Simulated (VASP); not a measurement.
Wanted: the native input for a VASP 6.6.1 run.

- Task: G0W0 quasiparticle levels
- Functional: r2SCAN
- Potentials or basis: VASP PAW PBE potentials, release 64 (B_GW, N_GW)
- Cutoff: 500 eV
- k mesh: 8 × 8 × 8
- Occupations: gaussian, width 0.01 eV
- Spin: no spin polarisation
- Dipole correction: no
- GW scheme: G0W0
- GW iterations: 1
- Cutoff of the response function: 80
- Frequency points: 48
- Empty bands: 30
- Further INCAR settings: ALGO = EVGW0; EDIFF = 1e-08; NBANDS = 34

Crystal: BN.

```
B N
1.0
     1.25012    0.72176    3.25333
    -1.25012    0.72176    3.25333
     0.00000   -1.44352    3.25333
B N
1 1
Direct
  0.99969 0.99969 0.99969
  0.33274 0.33274 0.33274
```

These files were run (other wordings do the same):

POSCAR

```
BN
1.0
    1.2501241109      0.7217594919      3.2533304091
   -1.2501241109      0.7217594919      3.2533304091
    0.0000000000     -1.4435189840      3.2533304090
B N
1 1
Direct
    0.9996880821      0.9996880821      0.9996880821
    0.3327449179      0.3327449179      0.3327449179
```

INCAR.step1

```
SYSTEM = BN
PREC = Accurate ; ENCUT = 500
EDIFF = 1E-8 ; ISMEAR = 0
SIGMA = 0.01 ; LREAL = .False.
LASPH = .True. ; NELM = 100
ALGO = Normal ; LWAVE = .True.
LCHARG = .False. ; METAGGA = R2SCAN
LMIXTAU = .True.
```

INCAR.step2

```
SYSTEM = BN
PREC = Accurate ; ENCUT = 500
EDIFF = 1E-8 ; ISMEAR = 0
SIGMA = 0.01 ; LREAL = .False.
LASPH = .True. ; NELM = 1
ALGO = Exact ; LWAVE = .True.
LCHARG = .False. ; METAGGA = R2SCAN
LMIXTAU = .True. ; NBANDS = 34
LOPTICS = .True. ; ISTART = 1
```

INCAR.step3

```
SYSTEM = BN
PREC = Accurate ; ENCUT = 500
EDIFF = 1E-8 ; ISMEAR = 0
SIGMA = 0.01 ; LREAL = .False.
LASPH = .True. ; ALGO = EVGW0
LWAVE = .False. ; LCHARG = .False.
METAGGA = R2SCAN ; LMIXTAU = .True.
NELMGW = 1 ; NBANDS = 34
ENCUTGW = 80.0 ; NOMEGA = 48
PRECFOCK = Fast ; ISTART = 1
NBANDSGW = 12
```

KPOINTS

```
regular mesh
0
Gamma
  8 8 8
  0 0 0
```

Potentials or basis: VASP PAW PBE potentials, release 64 (B_GW, N_GW).

Run with:

```console
$ cat potpaw_PBE.64/B_GW/POTCAR potpaw_PBE.64/N_GW/POTCAR > POTCAR
$ cp INCAR.step1 INCAR
$ mpirun -np 1 vasp_std > vasp.out
$ cp INCAR.step2 INCAR
$ mpirun -np 1 vasp_std > vasp.out
$ cp INCAR.step3 INCAR
$ mpirun -np 1 vasp_std > vasp.out
```

Results of the run:

The quasiparticle gap is 5.78 eV, the least direct quasiparticle gap is 6.77 eV and the band gap of the starting levels on the mesh is 4.76 eV. The least direct gap of the starting levels on the mesh is 5.63 eV.

Caveat: the k points lie up to 0.37 Å⁻¹ apart; bands, screening cutoff and mesh are small and nothing is extrapolated, so the quasiparticle values aren't converged.

Wall time 7.5 min on 1 thread of Intel(R) Xeon(R) Platinum 8559C (Emerald Rapids), with other jobs on the host, peak memory 0.5 GiB.
